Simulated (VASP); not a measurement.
# HgTe (CsCl type) (Pm-3m) in VASP: notebook

Runs on HgTe (CsCl type). Level: PBE. Tasks: single point, relaxation of cell and atoms.

Program: VASP 6.6.1. These are calculated values, not measurements. Logs are shortened: lines on timing, memory, paths and dates and some standing lists are left out, and cuts for length are marked.

**1. The cell of the first run**

Symmetry: Pm-3m, No. 221, cubic system. Conventional cell: a = 3.240 Å, b = 3.240 Å, c = 3.240 Å, α = 90.00°, β = 90.00°, γ = 90.00°. Hg (site symmetry m-3m) has 8 Te at 2.81 Å and 6 Hg at 3.24 Å within 3.7 Å. Te (site symmetry m-3m) has 8 Hg at 2.81 Å and 6 Te at 3.24 Å within 3.7 Å.

**2. Single point, PBE**

File INCAR:

```
SYSTEM = HgTe
PREC     = Accurate       ! precision mode
ENCUT    = 520            ! plane-wave cutoff, eV
EDIFF    = 1E-6           ! SCF threshold, eV
ISMEAR   = -1             ! smearing method
SIGMA    = 0.05           ! smearing width, eV
LREAL    = .FALSE.        ! projectors in reciprocal space
LASPH    = .TRUE.         ! aspherical terms in the spheres
NELM     = 100            ! most SCF steps
ALGO     = Normal         ! electronic algorithm
ISIF     = 2              ! what is computed and relaxed
LWAVE    = .FALSE.        ! write WAVECAR
LCHARG   = .FALSE.        ! write CHGCAR
GGA      = PE             ! functional
NBANDS   = 16             ! bands
```

File KPOINTS:

```
Automatic mesh
0
G
  13 13 13
  0 0 0
```

File POSCAR:

```
HgTe
1.0
    3.2398550713      0.0000000000      0.0000000000
    0.0000000000      3.2398550713      0.0000000000
    0.0000000000      0.0000000000      3.2398550713
Hg Te
1 1
Direct
    0.0000000000      0.0000000000      0.0000000000
    0.5000000000      0.5000000000      0.5000000000
```

Potentials or basis: VASP PAW PBE potentials, release 64 (Hg, Te).

Command:

```
$ cat potpaw_PBE.64/Hg/POTCAR potpaw_PBE.64/Te/POTCAR > POTCAR
$ mpirun -np 1 vasp_std > vasp.out
```

OUTCAR:

```text
SYSTEM = HgTe
   PREC = Accurate
   ENCUT = 520
   EDIFF = 1E-6
   ISMEAR = -1
   LREAL = .FALSE.
   LASPH = .TRUE.
   NELM = 100
   ISIF = 2
   GGA = PE

 ion  position               nearest neighbor table
   1  0.000  0.000  0.000-   2 2.81   2 2.81   2 2.81   2 2.81   2 2.81   2 2.81   2 2.81   2 2.81

   2  0.500  0.500  0.500-   1 2.81   1 2.81   1 2.81   1 2.81   1 2.81   1 2.81   1 2.81   1 2.81

  LATTYP: Found a simple cubic cell.
 ALAT       =     3.2398550713

  Lattice vectors:

 A1 = (   3.2398550713,   0.0000000000,   0.0000000000)
 A2 = (   0.0000000000,   3.2398550713,   0.0000000000)
 A3 = (   0.0000000000,   0.0000000000,   3.2398550713)

Analysis of symmetry for initial positions (statically):
=====================================================================
 Subroutine PRICEL returns:
 Original cell was already a primitive cell.

 Routine SETGRP: Setting up the symmetry group for a
 simple cubic supercell.

 Subroutine GETGRP returns: Found 48 space group operations
 (whereof 48 operations were pure point group operations)
 out of a pool of 48 trial point group operations.

The static configuration has the point symmetry O_h .

Analysis of symmetry for dynamics (positions and initial velocities):
=====================================================================
 Subroutine PRICEL returns:
 Original cell was already a primitive cell.

 Routine SETGRP: Setting up the symmetry group for a
 simple cubic supercell.

 Subroutine GETGRP returns: Found 48 space group operations
 (whereof 48 operations were pure point group operations)
 out of a pool of 48 trial point group operations.

The dynamic configuration has the point symmetry O_h .

 Subroutine INISYM returns: Found 48 space group operations
 (whereof 48 operations are pure point group operations),
 and found     1 'primitive' translations

----------------------------------------------------------------------------------------

                                     Primitive cell

  volume of cell :      34.0077

  direct lattice vectors                    reciprocal lattice vectors
     3.239855071  0.000000000  0.000000000     0.308655782  0.000000000  0.000000000
     0.000000000  3.239855071  0.000000000     0.000000000  0.308655782  0.000000000
     0.000000000  0.000000000  3.239855071     0.000000000  0.000000000  0.308655782

  length of vectors
     3.239855071  3.239855071  3.239855071     0.308655782  0.308655782  0.308655782

  position of ions in fractional coordinates (direct lattice)
     0.000000000  0.000000000  0.000000000
     0.500000000  0.500000000  0.500000000

  ion indices of the primitive-cell ions
   primitive index   ion index
                 1           1
                 2           2

----------------------------------------------------------------------------------------

 KPOINTS: Automatic mesh

Automatic generation of k-mesh.
 Grid dimensions read from file:
 generate k-points for:   13   13   13

 Generating k-lattice:

  Cartesian coordinates                     Fractional coordinates (reciprocal lattice)
     0.023742752  0.000000000  0.000000000     0.076923077  0.000000000  0.000000000
     0.000000000  0.023742752  0.000000000     0.000000000  0.076923077  0.000000000
     0.000000000  0.000000000  0.023742752     0.000000000  0.000000000  0.076923077

  Length of vectors
     0.023742752  0.023742752  0.023742752

  Shift w.r.t. Gamma in fractional coordinates (k-lattice)
     0.000000000  0.000000000  0.000000000

 Subroutine IBZKPT returns following result:
 ===========================================

 Found     84 irreducible k-points:

 Following reciprocal coordinates:
            Coordinates               Weight
  0.000000  0.000000  0.000000      1.000000
  0.076923  0.000000  0.000000      6.000000
  0.153846  0.000000  0.000000      6.000000
  0.230769  0.000000  0.000000      6.000000
  0.307692  0.000000  0.000000      6.000000
  0.384615  0.000000  0.000000      6.000000
[... 16 lines left out ...]
  0.307692  0.307692  0.000000     12.000000
  0.384615  0.307692  0.000000     24.000000
 [... further k-points ...]
   k-points           NKPTS =     84   k-points in BZ     NKDIM =     84   number of bands    NBANDS=     16
   number of dos      NEDOS =    301   number of ions     NIONS =      2
   total plane-waves  NPLWV =  13824
   dimension x,y,z NGX =    24 NGY =   24 NGZ =   24
   dimension x,y,z NGXF=    48 NGYF=   48 NGZF=   48
   ions per type =               1   1
   NGX,Y,Z   is equivalent  to a cutoff of  12.32, 12.32, 12.32 a.u.
   NGXF,Y,Z  is equivalent  to a cutoff of  24.63, 24.63, 24.63 a.u.
 SYSTEM =  HgTe
   PREC   = accura    normal or accurate (medium, high low for compatibility)
   ISTART =      0    job   : 0-new  1-cont  2-samecut
   ICHARG =      2    charge: 1-file 2-atom 10-const
   ISPIN  =      1    spin polarized calculation?
   LNONCOLLINEAR =      F non collinear calculations
   LSORBIT =      F    spin-orbit coupling
   LASPH  =      T    aspherical Exc in radial PAW
   ENCUT  =  520.0 eV  38.22 Ry    6.18 a.u.   6.02  6.02  6.02*2*pi/ulx,y,z
   NELM   =    100;   NELMIN=  2; NELMDL= -5     # of ELM steps
   EDIFF  = 0.1E-05   stopping-criterion for ELM
   LREAL  =      F    real-space projection
[... 7 lines left out ...]
   TEBEG  =    0.0;   TEEND  =   0.0 temperature during run
   PSTRESS=    0.0 pullay stress
   NELECT =      18.0000    total number of electrons
   NUPDOWN=      -1.0000    fix difference up-down
   EMIN   =  10.00;   EMAX   =-10.00  energy-range for DOS
   EFERMI =   0.00;   METHOD = LEGACY
   ISMEAR =    -1;   SIGMA  =   0.05  broadening in eV -4-tet -1-fermi 0-gaus
   EFERMI_NEDOS =   21; number of points for ismear=-14 and -15
   IALGO  =     38    algorithm
   IMIX   =      4    mixing-type and parameters
     AMIX     =   0.40;   BMIX     =  1.00
     AMIX_MAG =   1.60;   BMIX_MAG =  1.00
  volume/ion in A,a.u.               =      17.00       114.75
  Fermi-wavevector in a.u.,A,eV,Ry     =   1.324260  2.502489 23.860072  1.753666
  Thomas-Fermi vector in A             =   2.453808
   LORBIT       =      0    0 simple, 1 ext, 2 COOP (PROOUT), +10 PAW based schemes
   GGA     = PE    functional components
   LHFCALC =     F    Hartree Fock is set to
   AEXX    =    0.0000 exact exchange contribution
   IVDW    =     0    specifies the selected vdW correction
   LEPSILON=     F    determine dielectric tensor
   LRPA    =     F    only Hartree local field effects (RPA)
 non-spin polarized calculation
  energy-cutoff  :      520.00
  volume of cell :       34.01
 maximum number of plane-waves:       931
   NGX = 13   NGY = 13   NGZ = 13

 number of electron      18.0000004 magnetization

 Free energy of the ion-electron system (eV)
  ---------------------------------------------------
  ext. energy  EPLUGINS =         0.00000000
  ---------------------------------------------------
  free energy    TOTEN  =         0.36343888 eV

  energy without entropy =        0.37382324  energy(sigma->0) =        0.36863106

 E-fermi :  11.6322     XC(G=0): -12.6435

 val. band max:       11.5979642557   @ k =   0.3846   0.0769   0.0000
 cond. band min:      11.6468764103   @ k =   0.4615   0.1538   0.1538
 fundamental gap:      0.0489121547
 Fermi energy:        11.6321920219

 k-point     1 :       0.0000    0.0000    0.0000
  band No.  band energies     occupation
      1      -5.2340      2.00000
      2       2.1445      2.00000
      3       2.1445      2.00000
      4       3.6135      2.00000
      5       3.6135      2.00000
      6       3.6135      2.00000
[... 8 lines left out ...]
     15      24.7912      0.00000
     16      25.6150      0.00000

 k-point     2 :       0.0769    0.0000    0.0000
  band No.  band energies     occupation
      1      -5.1448      2.00000
      2       2.1552      2.00000
      3       2.1633      2.00000
      4       3.5432      2.00000
      5       3.5432      2.00000
      6       3.6148      2.00000
[... 8 lines left out ...]
     15      24.5755      0.00000
     16      24.8818      0.00000

 k-point     3 :       0.1538    0.0000    0.0000
  band No.  band energies     occupation
      1      -4.8799      2.00000
      2       2.1826      2.00000
      3       2.1849      2.00000
      4       3.3615      2.00000
      5       3.3615      2.00000
      6       3.6184      2.00000
[... 8 lines left out ...]
     15      23.3080      0.00000
     16      24.0962      0.00000

 k-point     4 :       0.2308    0.0000    0.0000
  band No.  band energies     occupation
      1      -4.4489      2.00000
      2       2.0678      2.00000
      3       2.2275      2.00000
      4       3.1311      2.00000
      5       3.1311      2.00000
      6       3.6235      2.00000
[... 8 lines left out ...]
     15      21.8424      0.00000
     16      23.5970      0.00000

 k-point     5 :       0.3077    0.0000    0.0000
  band No.  band energies     occupation
      1      -3.8739      2.00000
      2       1.6023      2.00000
      3       2.2734      2.00000
      4       2.9118      2.00000
      5       2.9118      2.00000
      6       3.6289      2.00000
[... 8 lines left out ...]
     15      23.1859      0.00000
     16      23.1979      0.00000

 k-point     6 :       0.3846    0.0000    0.0000
  band No.  band energies     occupation
      1      -3.2124      2.00000
      2       0.8075      2.00000
      3       2.3121      2.00000
      4       2.7454      2.00000
      5       2.7454      2.00000
      6       3.6334      2.00000
[... 8 lines left out ...]
     15      22.9331      0.00000
     16      25.6367      0.00000

 k-point     7 :       0.4615    0.0000    0.0000
  band No.  band energies     occupation
      1      -2.6512      2.00000
      2       0.1043      2.00000
      3       2.3342      2.00000
      4       2.6565      2.00000
      5       2.6565      2.00000
      6       3.6359      2.00000
[... 8 lines left out ...]
     15      22.8031      0.00000
     16      26.5295      0.00000

 k-point     8 :       0.0769    0.0769    0.0000
  band No.  band energies     occupation
      1      -5.0564      2.00000
      2       2.1686      2.00000
      3       2.1828      2.00000
      4       3.4672      2.00000
      5       3.5111      2.00000
      6       3.5834      2.00000
[... 8 lines left out ...]
     15      24.5286      0.00000
     16      24.5422      0.00000

 k-point     9 :       0.1538    0.0769    0.0000
  band No.  band energies     occupation
      1      -4.7942      2.00000
      2       2.1893      2.00000
      3       2.2199      2.00000
      4       3.2755      2.00000
      5       3.3536      2.00000
      6       3.5757      2.00000
[... 8 lines left out ...]
     15      23.6645      0.00000
     16      24.7841      0.00000
[... 172 lines left out ...]
 k-point    19 :       0.2308    0.2308    0.0000
  band No.  band energies     occupation
      1      -3.7514      2.00000
      2       1.9598      2.00000
      3       2.5092      2.00000
      4       2.8019      2.00000
      5       3.1168      2.00000
      6       3.3875      2.00000
[... 8 lines left out ...]
     15      21.7080      0.00000
     16      23.7549      0.00000

 k-point    20 :       0.3077    0.2308    0.0000
  band No.  band energies     occupation
      1      -3.2644      2.00000
      2       1.6743      2.00000
      3       2.5891      2.00000
      4       2.8520      2.00000
      5       3.0206      2.00000
      6       3.3658      2.00000
[... 8 lines left out ...]
     15      22.7570      0.00000
     16      23.8387      0.00000

 k-point    21 :       0.3846    0.2308    0.0000
  band No.  band energies     occupation
      1      -2.7450      2.00000
      2       1.2720      2.00000
      3       2.6283      2.00000
      4       2.9043      2.00000
      5       2.9149      2.00000
      6       3.3813      2.00000
[... 8 lines left out ...]
     15      24.1612      0.00000
     16      24.4187      0.00000

 k-point    22 :       0.4615    0.2308    0.0000
  band No.  band energies     occupation
      1      -2.3622      2.00000
      2       0.9281      2.00000
      3       2.6597      2.00000
      4       2.8524      2.00000
      5       2.8837      2.00000
      6       3.3955      2.00000
[... 8 lines left out ...]
     15      24.4361      0.00000
     16      25.2617      0.00000

 k-point    23 :       0.3077    0.3077    0.0000
  band No.  band energies     occupation
      1      -2.8616      2.00000
      2       1.6189      2.00000
      3       2.8165      2.00000
      4       2.8800      2.00000
      5       3.0455      2.00000
      6       3.2704      2.00000
[... 8 lines left out ...]
     15      23.3720      0.00000
     16      23.5193      0.00000

 k-point    24 :       0.3846    0.3077    0.0000
  band No.  band energies     occupation
      1      -2.4629      2.00000
      2       1.5383      2.00000
      3       2.8843      2.00000
      4       3.0063      2.00000
      5       3.0328      2.00000
      6       3.2570      2.00000
[... 8 lines left out ...]
     15      23.6100      0.00000
     16      24.6066      0.00000

 [... further k-points ...]

------------------------ aborting loop because EDIFF is reached ----------------------------------------

  FORCE on cell =-STRESS in cart. coord.  units (eV):
  Direction    XX          YY          ZZ          XY          YZ          ZX
  --------------------------------------------------------------------------------------
  -------------------------------------------------------------------------------------
  Total       16.8539225     16.8539225     16.8539225     -0.0000000      0.0000000     -0.0000000
  in kB      794.0261845    794.0261845    794.0261845     -0.0000000      0.0000000     -0.0000000
  external PRESSURE =     794.0261845 kB  Pullay stress =       0.0000000 kB

 VOLUME and BASIS-vectors are now :
 -----------------------------------------------------------------------------
  energy-cutoff  :      520.00
  volume of cell :       34.01
      direct lattice vectors                 reciprocal lattice vectors
     3.239855071  0.000000000  0.000000000     0.308655782  0.000000000  0.000000000
     0.000000000  3.239855071  0.000000000     0.000000000  0.308655782  0.000000000
     0.000000000  0.000000000  3.239855071     0.000000000  0.000000000  0.308655782

 POSITION                                       TOTAL-FORCE (eV/Angst)
 -----------------------------------------------------------------------------------
      0.00000      0.00000      0.00000         0.000000      0.000000      0.000000
      1.61993      1.61993      1.61993         0.000000      0.000000      0.000000
 -----------------------------------------------------------------------------------
    total drift:                                0.000000      0.000000      0.000000

  FREE ENERGIE OF THE ION-ELECTRON SYSTEM (eV)
  ---------------------------------------------------
  free  energy   TOTEN  =         0.3634388835 eV

  energy  without entropy=        0.3738232446  energy(sigma->0) =        0.36863106
```

Wall time 28 s (1 thread of Intel Xeon 8259CL, shared host); peak memory 0.17 GiB.

Results:

```
Free energy            : 0.3634 eV
Pressure               : 79.4 GPa
Band gap on the k mesh : zero (bands 9 and 10 overlap by 3.25 eV)
```

Levels at points of the mesh, in eV from the Fermi level:
| k point | band 5 | band 6 | band 7 | band 8 | band 9 | band 10 | band 11 | band 12 | band 13 | band 14 |
| --- | --- | --- | --- | --- | --- | --- | --- | --- | --- | --- |
| (0.00, 0.00, 0.00) | -8.02 | -8.02 | -2.11 | -2.11 | -2.11 | -0.22 | 5.43 | 5.43 | 13.16 | 13.16 |

Caveat: the cell stands under pressure; spin-orbit coupling is left out, which moves the levels of the heavy elements.

[end of part 1 of 2]
